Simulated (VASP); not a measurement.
Be, 2 atoms in the cell. Symmetry: P6_3/mmc, No. 194, hexagonal system. The conventional cell has a = 2.250 Å, b = 2.250 Å, c = 3.674 Å, α = 90.00°, β = 90.00°, γ = 120.00°. Be (site symmetry -6m2) has 12 Be at 2.25 Å within 3.0 Å. 

| Item | Value |
| --- | --- |
| Program | VASP 6.6.1 |
| Task | relaxation of cell and atoms |
| Functional | r2SCAN |
| Potentials or basis | VASP PAW PBE potentials, release 64 (Be) |
| Cutoff | 600 eV |
| k mesh | 24 × 24 × 13 |
| Occupations | gaussian, width 0.05 eV |
| Spin | no spin polarisation |
| Target pressure | 60 GPa |
| Dipole correction | no |
| Further INCAR settings | ALGO = Normal; EDIFF = 1e-06; IBRION = 2; EDIFFG = -0.02; NSW = 80; ISIF = 3 |

Potentials or basis: VASP PAW PBE potentials, release 64 (Be).

The run is started by

```bash
$ cat potpaw_PBE.64/Be/POTCAR > POTCAR
$ cp INCAR.step1 INCAR
$ mpirun -np 1 vasp_std > vasp.out
$ cp INCAR.step2 INCAR
$ mpirun -np 1 vasp_std > vasp.out
```

Hardware: 1 thread of Intel Xeon 8259CL, with other jobs on the host.

**Question.** Estimate the wall time of this run.

**Answer.** Wall time 14 min on 1 thread of Intel Xeon 8259CL, with other jobs on the host, peak memory 0.17 GiB. Counts: k points 427, ion steps 6.
